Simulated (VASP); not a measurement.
# Sr3V (Pm-3m) in VASP: single point with PBE

Aim: the single point of Sr3V with PBE.

All numbers are computed with VASP 6.6.1; they aren't measurements. Logs are shortened: lines on timing, memory, paths and dates and some standing lists are left out, and cuts for length are marked.

### Step 1. The cell of the first run

It takes space group Pm-3m (No. 221, cubic). The conventional cell has a = 5.485 Å, b = 5.485 Å, c = 5.485 Å, α = 90.00°, β = 90.00°, γ = 90.00°. Within 5.1 Å of Sr (site symmetry 4/mmm) lie 8 Sr at 3.88 Å and 4 V at 3.88 Å. Within 5.1 Å of V (site symmetry m-3m) lie 12 Sr at 3.88 Å.

### Step 2. Single point, PBE, collinear spin, ferromagnetic start

INCAR reads:

```
SYSTEM = Sr3V
  PREC = Accurate
  ENCUT = 500
  EDIFF = 1E-6
  ISMEAR = 0
  SIGMA = 0.1
  LREAL = .FALSE.
  LASPH = .TRUE.
  NELM = 200
  ALGO = Normal
  ISIF = 2
  LWAVE = .FALSE.
  LCHARG = .FALSE.
  ISPIN = 2
  MAGMOM = 0 0 0 3.89
  LORBIT = 11
  LMAXMIX = 4
  GGA = PE
  NBANDS = 34
  GGA_COMPAT = .FALSE.
```

KPOINTS reads:

```
Automatic mesh
0
G
  8 8 8
  0 0 0
```

POSCAR reads:

```
Sr3V
1.0
    5.4846072123      0.0000000000      0.0000000000
    0.0000000000      5.4846072123      0.0000000000
    0.0000000000      0.0000000000      5.4846072123
Sr V
3 1
Direct
    0.0000000000      0.5000000000      0.5000000000
    0.5000000000      0.0000000000      0.5000000000
    0.5000000000      0.5000000000      0.0000000000
    0.0000000000      0.0000000000      0.0000000000
```

Potentials or basis: VASP PAW PBE potentials, release 64 (Sr_sv, V_sv).

Started as:

```sh
cat potpaw_PBE.64/Sr_sv/POTCAR potpaw_PBE.64/V_sv/POTCAR > POTCAR
mpirun -np 1 vasp_std > vasp.out
```

OUTCAR:

```text
SYSTEM = Sr3V
   PREC = Accurate
   ENCUT = 500
   EDIFF = 1E-6
   ISMEAR = 0
   LREAL = .FALSE.
   LASPH = .TRUE.
   NELM = 200
   ISIF = 2
   ISPIN = 2
   LORBIT = 11
   GGA = PE

 ion  position               nearest neighbor table
   1  0.000  0.500  0.500-   2 3.88   3 3.88   4 3.88   3 3.88   4 3.88   2 3.88   4 3.88   4 3.88
                             2 3.88   3 3.88   3 3.88   2 3.88
   2  0.500  0.000  0.500-   1 3.88   3 3.88   4 3.88   3 3.88   4 3.88   1 3.88   3 3.88   3 3.88
                             1 3.88   4 3.88   4 3.88   1 3.88
   3  0.500  0.500  0.000-   1 3.88   2 3.88   4 3.88   1 3.88   2 3.88   2 3.88   4 3.88   2 3.88
                             1 3.88   4 3.88   1 3.88   4 3.88
   4  0.000  0.000  0.000-   1 3.88   2 3.88   3 3.88   1 3.88   2 3.88   1 3.88   3 3.88   1 3.88
                             2 3.88   3 3.88   2 3.88   3 3.88

  LATTYP: Found a simple cubic cell.
 ALAT       =     5.4846072123

  Lattice vectors:

 A1 = (   5.4846072123,   0.0000000000,   0.0000000000)
 A2 = (   0.0000000000,   5.4846072123,   0.0000000000)
 A3 = (   0.0000000000,   0.0000000000,   5.4846072123)

Analysis of symmetry for initial positions (statically):
=====================================================================
 Subroutine PRICEL returns:
 Original cell was already a primitive cell.

 Routine SETGRP: Setting up the symmetry group for a
 simple cubic supercell.

 Subroutine GETGRP returns: Found 48 space group operations
 (whereof 48 operations were pure point group operations)
 out of a pool of 48 trial point group operations.

The static configuration has the point symmetry O_h .

Analysis of symmetry for dynamics (positions and initial velocities):
=====================================================================
 Subroutine PRICEL returns:
 Original cell was already a primitive cell.

 Routine SETGRP: Setting up the symmetry group for a
 simple cubic supercell.

 Subroutine GETGRP returns: Found 48 space group operations
 (whereof 48 operations were pure point group operations)
 out of a pool of 48 trial point group operations.

The dynamic configuration has the point symmetry O_h .

Analysis of structural, dynamic, and magnetic symmetry:
=====================================================================
 Subroutine PRICEL returns:
 Original cell was already a primitive cell.

 Routine SETGRP: Setting up the symmetry group for a
 simple cubic supercell.

 Subroutine GETGRP returns: Found 48 space group operations
 (whereof 48 operations were pure point group operations)
 out of a pool of 48 trial point group operations.

The overall configuration has the point symmetry O_h .

 Subroutine INISYM returns: Found 48 space group operations
[... 132 lines left out ...]
 spin polarized calculation
 Gauss-broadening in eV      SIGMA  =   0.10
  energy-cutoff  :      500.00
  volume of cell :      164.98
 maximum number of plane-waves:      4224
 NGX is ok and might be reduce to    40
   NGX = 19   NGY = 19   NGZ = 19

 number of electron      42.9999999 magnetization       3.9125370

 Free energy of the ion-electron system (eV)
  ---------------------------------------------------
  ext. energy  EPLUGINS =         0.00000000
  ---------------------------------------------------
  free energy    TOTEN  =       -11.51008510 eV

  energy without entropy =      -11.48370555  energy(sigma->0) =      -11.49689533

 E-fermi :   2.3656     XC(G=0):  -8.1404

 val. band max:        2.3588550858   @ k =   0.2500   0.1250   0.1250
 cond. band min:       2.3741691093   @ k =   0.3750   0.2500   0.2500
 fundamental gap:      0.0153140235
 Fermi energy:         2.3655841094

 spin component 1

 k-point     1 :       0.0000    0.0000    0.0000
  band No.  band energies     occupation
      1     -62.3144      1.00000
      2     -36.2001      1.00000
      3     -36.2001      1.00000
      4     -36.2001      1.00000
      5     -33.8124      1.00000
      6     -33.7621      1.00000
[... 853 lines left out ...]
     32       5.5962      0.00000
     33       5.7867      0.00000

 [... further k-points ...]

 spin component 2

 k-point     1 :       0.0000    0.0000    0.0000
  band No.  band energies     occupation
      1     -59.4167      1.00000
      2     -33.8092      1.00000
      3     -33.7584      1.00000
      4     -33.7584      1.00000
      5     -33.3234      1.00000
      6     -33.3234      1.00000
[... 853 lines left out ...]
     32       5.7727      0.00000
     33       6.0667      0.00000

 [... further k-points ...]

 [bands above 33 left out]

------------------------ aborting loop because EDIFF is reached ----------------------------------------

  FORCE on cell =-STRESS in cart. coord.  units (eV):
  Direction    XX          YY          ZZ          XY          YZ          ZX
  --------------------------------------------------------------------------------------
  -------------------------------------------------------------------------------------
  Total        0.0773249      0.0773249      0.0773249      0.0000000     -0.0000000      0.0000000
  in kB        0.7509195      0.7509195      0.7509195      0.0000000     -0.0000000      0.0000000
  external PRESSURE =       0.7509195 kB  Pullay stress =       0.0000000 kB

 VOLUME and BASIS-vectors are now :
 -----------------------------------------------------------------------------
  energy-cutoff  :      500.00
  volume of cell :      164.98
      direct lattice vectors                 reciprocal lattice vectors
     5.484607212  0.000000000  0.000000000     0.182328462  0.000000000  0.000000000
     0.000000000  5.484607212  0.000000000     0.000000000  0.182328462  0.000000000
     0.000000000  0.000000000  5.484607212     0.000000000  0.000000000  0.182328462

 POSITION                                       TOTAL-FORCE (eV/Angst)
 -----------------------------------------------------------------------------------
      0.00000      2.74230      2.74230         0.000000      0.000000      0.000000
      2.74230      0.00000      2.74230         0.000000      0.000000      0.000000
      2.74230      2.74230      0.00000         0.000000      0.000000      0.000000
      0.00000      0.00000      0.00000         0.000000      0.000000      0.000000
 -----------------------------------------------------------------------------------
    total drift:                               -0.000000     -0.000000     -0.000000

  FREE ENERGIE OF THE ION-ELECTRON SYSTEM (eV)
  ---------------------------------------------------
  free  energy   TOTEN  =       -11.5100851049 eV

  energy  without entropy=      -11.4837055495  energy(sigma->0) =      -11.49689533

 total charge

# of ion       s       p       d       tot
------------------------------------------
    1        2.064   5.719   0.178   7.961
    2        2.064   5.719   0.178   7.961
    3        2.064   5.719   0.178   7.961
    4        2.244   6.014   3.029  11.287
--------------------------------------------------
tot          8.437  23.170   3.564  35.171

 magnetization (x)

# of ion       s       p       d       tot
------------------------------------------
    1       -0.007   0.007   0.005   0.006
    2       -0.007   0.007   0.005   0.006
    3       -0.007   0.007   0.005   0.006
    4        0.051   0.023   2.916   2.990
--------------------------------------------------
tot          0.031   0.044   2.931   3.007
```

OSZICAR:

```text
N       E                     dE             d eps       ncg     rms          rms(c)
DAV:   1     0.314413734315E+03    0.31441E+03   -0.19378E+04  4992   0.110E+03
DAV:   2     0.109965142078E+02   -0.30342E+03   -0.29566E+03  5196   0.310E+02
[... 12 lines left out ...]
DAV:  15    -0.115094690207E+02   -0.18463E-02   -0.43315E-03  5716   0.240E-01    0.314E-01
DAV:  16    -0.115099983889E+02   -0.52937E-03   -0.29864E-03  5558   0.245E-01    0.128E-01
DAV:  17    -0.115100290149E+02   -0.30626E-04   -0.14885E-04  6878   0.405E-02    0.784E-02
DAV:  18    -0.115100617874E+02   -0.32772E-04   -0.64356E-05  5728   0.418E-02    0.520E-02
DAV:  19    -0.115100851822E+02   -0.23395E-04   -0.21667E-05  5020   0.156E-02    0.129E-02
DAV:  20    -0.115100851049E+02    0.77318E-07   -0.20825E-06  4434   0.636E-03
   1 F= -.11510085E+02 E0= -.11496895E+02  d E =-.263796E-01  mag=     3.9115
```

Run time: 10 min. Hardware: 1 thread of Oxide Virtual Turin-like, shared host; peak memory 0.42 GiB.

Results:

```
Free energy                                           : -11.5101 eV
Pressure                                              : 0.1 GPa
Net moment                                            : 3.91 μB per cell
Site moments                                          : Sr +0.01; V +2.99 μB
Valence electrons inside the program's atomic spheres : Sr 7.96; V 11.29
```

Levels at points of the mesh, in eV from the Fermi level:
Spin up:
```csv
k point,band 20,band 21,band 22,band 23,band 24,band 25,band 26,band 27
"(0.00, 0.00, 0.00)",-1.09,-0.68,-0.68,-0.68,1.30,1.30,1.30,1.33
"(0.50, 0.00, 0.00)",-0.51,-0.46,-0.46,-0.16,-0.13,0.44,0.44,1.20
"(0.50, 0.50, 0.00)",-1.21,-0.46,-0.46,-0.35,-0.08,0.11,0.40,1.17
"(0.50, 0.50, 0.50)",-1.32,-0.15,-0.15,0.12,0.12,0.12,0.58,0.58
```
Spin down:
```
           k point  band 18  band 19  band 20  band 21  band 22  band 23
(0.00, 0.00, 0.00)    -1.25    -0.27    -0.27     0.51     0.51     0.51
(0.50, 0.00, 0.00)    -2.20    -0.20     0.58     0.87     0.87     1.19
(0.50, 0.50, 0.00)    -1.09    -1.09    -1.07     0.94     1.12     1.40
(0.50, 0.50, 0.50)    -0.82    -0.82    -0.82     0.44     0.64     0.64
```
